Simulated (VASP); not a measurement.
A run of VASP 6.6.1:

INCAR

```
ALGO     = Normal         # electronic algorithm
EDIFF    = 1E-6           # SCF threshold, eV
ENCUT    = 520            # plane-wave cutoff, eV
GGA      = PS             # functional
ISIF     = 2              # what is computed and relaxed
ISMEAR   = 0              # smearing method
LASPH    = True           # aspherical terms in the spheres
LCHARG   = True           # write CHGCAR
LELF     = True           # ELF
LREAL    = False          # projectors in reciprocal space
LVHAR    = True         
LWAVE    = False          # write WAVECAR
NBANDS   = 28             # bands
NELM     = 60             # most SCF steps
PREC     = Accurate       # precision mode
SIGMA    = 0.1            # smearing width, eV
```

Contents of KPOINTS:

```
k-points
0
Gamma
  14 14 12
```

POSCAR

```
SnO
1.0
    4.0336116093      0.0000000000      0.0000000000
    0.0000000000      4.0336116093      0.0000000000
    0.0000000000      0.0000000000      4.5823080290
Sn O
2 2
Direct
    0.0000000000      0.5000000000      0.2381160792
    0.5000000000      0.0000000000      0.7618839208
    0.5000000000      0.5000000000      0.0000000000
    0.0000000000      0.0000000000      0.0000000000
```

Potentials or basis: VASP PAW PBE potentials, release 64 (Sn_d, O).

The run is started by

```bash
$ cat potpaw_PBE.64/Sn_d/POTCAR potpaw_PBE.64/O/POTCAR > POTCAR
$ mpirun -np 1 vasp_std > vasp.out
```

Hardware: 1 thread of Intel Xeon 8259CL, on a shared host.

Problem. How long does it take, and how much memory?

Solution. Wall time 12 min on 1 thread of Intel Xeon 8259CL, on a shared host, peak memory 0.5 GiB. Counts: scf iterations 14, k points 252.
